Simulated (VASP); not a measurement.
# SiF (P-6m2) in VASP: single point with PBE

Aim: the single point of SiF with PBE.

Everything below comes from runs of VASP 6.6.1. Logs are shortened: lines on timing, memory, paths and dates and some standing lists are left out, and cuts for length are marked.

## (1) The cell of the first run

The structure is hexagonal, space group P-6m2 (No. 187). Conventional cell: a = 2.714 Å, b = 2.714 Å, c = 3.864 Å, α = 90.00°, β = 90.00°, γ = 120.00°. Within 3.3 Å of Si (site symmetry -6m2) lie 6 F at 2.49 Å and 6 Si at 2.71 Å. Within 3.3 Å of F (site symmetry -6m2) lie 6 Si at 2.49 Å and 6 F at 2.71 Å.

The cell was built from a structure type or drawn by symmetry, and may not be a known phase.

## (2) Single point, PBE

INCAR

```
PREC     = Accurate       # precision mode
ENCUT    = 600            # plane-wave cutoff, eV
EDIFF    = 1E-6           # SCF threshold, eV
ISMEAR   = 0              # smearing method
SIGMA    = 0.2            # smearing width, eV
LREAL    = F              # projectors in reciprocal space
LASPH    = T              # aspherical terms in the spheres
NELM     = 120            # most SCF steps
ALGO     = Normal         # electronic algorithm
ISIF     = 2              # what is computed and relaxed
LWAVE    = F              # write WAVECAR
LCHARG   = F              # write CHGCAR
GGA      = PE             # functional
NBANDS   = 12             # bands
GGA_COMPAT= F
```

KPOINTS

```
Automatic mesh
0
Gamma
  7 7 6
```

POSCAR

```
SiF
1.0
    2.7143115632      0.0000000025      0.0000000000
   -1.3571557837      2.3506627663      0.0000000000
    0.0000000000      0.0000000000      3.8638446532
Si F
1 1
Direct
    0.6666666667      0.3333333333      0.0000000000
    0.0000000000      0.0000000000      0.5000000000
```

Potentials or basis: VASP PAW PBE potentials, release 64 (Si, F).

Command:

```sh
$ cat potpaw_PBE.64/Si/POTCAR potpaw_PBE.64/F/POTCAR > POTCAR
$ mpirun -np 1 vasp_std > vasp.out
```

OUTCAR:

```text
PREC = Accurate
   ENCUT = 600
   EDIFF = 1E-6
   ISMEAR = 0
   LREAL = F
   LASPH = T
   NELM = 120
   ISIF = 2
   GGA = PE

 ion  position               nearest neighbor table
   1  0.667  0.333  0.000-   2 2.49   2 2.49   2 2.49   2 2.49   2 2.49   2 2.49
   2  0.000  0.000  0.500-   1 2.49   1 2.49   1 2.49   1 2.49   1 2.49   1 2.49

  LATTYP: Found a hexagonal cell.
 ALAT       =     2.7143115632
 C/A-ratio  =     1.4235081579

  Lattice vectors:

 A1 = (   2.7143115632,   0.0000000025,   0.0000000000)
 A2 = (  -1.3571557837,   2.3506627663,   0.0000000000)
 A3 = (   0.0000000000,   0.0000000000,   3.8638446532)

Analysis of symmetry for initial positions (statically):
=====================================================================
 Subroutine PRICEL returns:
 Original cell was already a primitive cell.

 Routine SETGRP: Setting up the symmetry group for a
 hexagonal supercell.

 Subroutine GETGRP returns: Found 12 space group operations
 (whereof 12 operations were pure point group operations)
 out of a pool of 24 trial point group operations.

The static configuration has the point symmetry D_3h.

Analysis of symmetry for dynamics (positions and initial velocities):
=====================================================================
 Subroutine PRICEL returns:
 Original cell was already a primitive cell.

 Routine SETGRP: Setting up the symmetry group for a
 hexagonal supercell.

 Subroutine GETGRP returns: Found 12 space group operations
 (whereof 12 operations were pure point group operations)
 out of a pool of 24 trial point group operations.

The dynamic configuration has the point symmetry D_3h.

 Subroutine INISYM returns: Found 12 space group operations
 (whereof 12 operations are pure point group operations),
 and found     1 'primitive' translations

----------------------------------------------------------------------------------------

                                     Primitive cell

  volume of cell :      24.6530

  direct lattice vectors                    reciprocal lattice vectors
     2.714311563  0.000000003  0.000000000     0.368417544  0.212705969  0.000000000
    -1.357155784  2.350662766  0.000000000    -0.000000000  0.425411936  0.000000000
     0.000000000  0.000000000  3.863844653     0.000000000  0.000000000  0.258809577

  length of vectors
     2.714311563  2.714311563  3.863844653     0.425411936  0.425411936  0.258809577

  position of ions in fractional coordinates (direct lattice)
[... 83 lines left out ...]
   IBRION =     -1    ionic relax: 0-MD 1-quasi-New 2-CG
   NFREE  =      0    steps in history (QN), initial steepest desc. (CG)
   ISIF   =      2    stress and relaxation
   ISYM   =      2    0-nonsym 1-usesym 2-fastsym
   POTIM  = 0.5000    time-step for ionic-motion
   TEBEG  =    0.0;   TEEND  =   0.0 temperature during run
   PSTRESS=    0.0 pullay stress
   NELECT =      11.0000    total number of electrons
   NUPDOWN=      -1.0000    fix difference up-down
   EMIN   =  10.00;   EMAX   =-10.00  energy-range for DOS
   EFERMI =   0.00;   METHOD = LEGACY
   ISMEAR =     0;   SIGMA  =   0.20  broadening in eV -4-tet -1-fermi 0-gaus
   EFERMI_NEDOS =   21; number of points for ismear=-14 and -15
   IALGO  =     38    algorithm
   IMIX   =      4    mixing-type and parameters
     AMIX     =   0.40;   BMIX     =  1.00
     AMIX_MAG =   1.60;   BMIX_MAG =  1.00
  volume/ion in A,a.u.               =      12.33        83.18
  Fermi-wavevector in a.u.,A,eV,Ry     =   1.250977  2.364003 21.292333  1.564942
  Thomas-Fermi vector in A             =   2.384946
   LORBIT       =      0    0 simple, 1 ext, 2 COOP (PROOUT), +10 PAW based schemes
   GGA     = PE    functional components
   LHFCALC =     F    Hartree Fock is set to
   AEXX    =    0.0000 exact exchange contribution
   IVDW    =     0    specifies the selected vdW correction
   LEPSILON=     F    determine dielectric tensor
   LRPA    =     F    only Hartree local field effects (RPA)
 non-spin polarized calculation
 Gauss-broadening in eV      SIGMA  =   0.20
  energy-cutoff  :      600.00
  volume of cell :       24.65
 maximum number of plane-waves:       850
 NGX is ok and might be reduce to    24
   NGX = 11   NGY = 11   NGZ = 15

 number of electron      10.9999991 magnetization

 Free energy of the ion-electron system (eV)
  ---------------------------------------------------
  ext. energy  EPLUGINS =         0.00000000
  ---------------------------------------------------
  free energy    TOTEN  =        -8.75005493 eV

  energy without entropy =       -8.72859171  energy(sigma->0) =       -8.73932332

 E-fermi :   6.6077     XC(G=0): -10.7249

 val. band max:        6.2358539197   @ k =   0.2857   0.2857   0.0000
 cond. band min:       6.6252764735   @ k =   0.2857   0.1429   0.3333
 fundamental gap:      0.3894225538
 Fermi energy:         6.6076538164

 k-point     1 :       0.0000    0.0000    0.0000
  band No.  band energies     occupation
      1     -17.5629      2.00000
      2      -4.0043      2.00000
      3      -0.7355      2.00000
      4       2.8473      2.00000
      5       2.8473      2.00000
      6       9.9019      0.00000
      7      13.9175      0.00000
      8      16.8348      0.00000
      9      16.8348      0.00000
     10      19.5641      0.00000
     11      19.5641      0.00000
     12      23.4965      0.00000
[... 331 lines left out ...]
 k-point    24 :       0.2857    0.2857    0.3333
  band No.  band energies     occupation
      1     -16.7699      2.00000
      2      -0.5694      2.00000
      3       0.1484      2.00000
      4       1.0734      2.00000
      5       3.2413      2.00000
      6       5.2853      2.00000
      7       6.8311      0.11412
      8      11.1462      0.00000
      9      15.4933      0.00000
     10      18.2943      0.00000
     11      21.9334      0.00000
     12      24.1528      0.00000

 [... further k-points ...]
[... 5 lines left out ...]
  --------------------------------------------------------------------------------------
  -------------------------------------------------------------------------------------
  Total       -0.0466833     -0.0466833     -0.0400921     -0.0000000      0.0000000      0.0000000
  in kB       -3.0339093     -3.0339093     -2.6055500     -0.0000000      0.0000000      0.0000000
  external PRESSURE =      -2.8911229 kB  Pullay stress =       0.0000000 kB

 VOLUME and BASIS-vectors are now :
 -----------------------------------------------------------------------------
  energy-cutoff  :      600.00
  volume of cell :       24.65
      direct lattice vectors                 reciprocal lattice vectors
     2.714311563  0.000000003  0.000000000     0.368417544  0.212705969  0.000000000
    -1.357155784  2.350662766  0.000000000    -0.000000000  0.425411936  0.000000000
     0.000000000  0.000000000  3.863844653     0.000000000  0.000000000  0.258809577

 POSITION                                       TOTAL-FORCE (eV/Angst)
 -----------------------------------------------------------------------------------
      1.35716      0.78355      0.00000         0.000000      0.000000      0.000000
      0.00000      0.00000      1.93192        -0.000000     -0.000000      0.000000
 -----------------------------------------------------------------------------------
    total drift:                               -0.000000      0.000000     -0.000000

  FREE ENERGIE OF THE ION-ELECTRON SYSTEM (eV)
  ---------------------------------------------------
  free  energy   TOTEN  =        -8.7500549334 eV

  energy  without entropy=       -8.7285917115  energy(sigma->0) =       -8.73932332
```

stdout:

```text
POSCAR found type information on POSCAR SiF
 POSCAR found :  2 types and       2 ions
 scaLAPACK will be used
 LDA part: xc-table for (Slater+PW92), standard interpolation
 POSCAR, INCAR and KPOINTS ok, starting setup
 FFT: planning ... GRIDC
 FFT: planning ... GRID_SOFT
 FFT: planning ... GRID
 WAVECAR not read
 entering main loop
```

Run time: 3.6 s. Hardware: 1 thread of Intel Xeon 6975P-C (Granite Rapids), shared host; peak memory 0.14 GiB.

Results:

* Free energy: -8.7501 eV
* Pressure: -0.3 GPa
* Band gap on the k mesh: zero (an odd number of electrons rules out a gap without spin polarisation)

Levels at points of the mesh, in eV from the Fermi level:
| k point | band 1 | band 2 | band 3 | band 4 | band 5 | band 6 | band 7 | band 8 | band 9 | band 10 |
| --- | --- | --- | --- | --- | --- | --- | --- | --- | --- | --- |
| (0.00, 0.00, 0.00) | -24.17 | -10.61 | -7.34 | -3.76 | -3.76 | 3.29 | 7.31 | 10.23 | 10.23 | 12.96 |
| (0.00, 0.00, 0.50) | -24.08 | -12.28 | -3.73 | -3.73 | -3.32 | -0.82 | 10.34 | 10.34 | 12.19 | 12.63 |

Caveat: the k points lie up to 0.38 Å⁻¹ apart, too coarse for converged energies and pressures of a metal; an odd number of electrons without spin polarisation forces a metal; a magnetic or distorted state may lie lower.
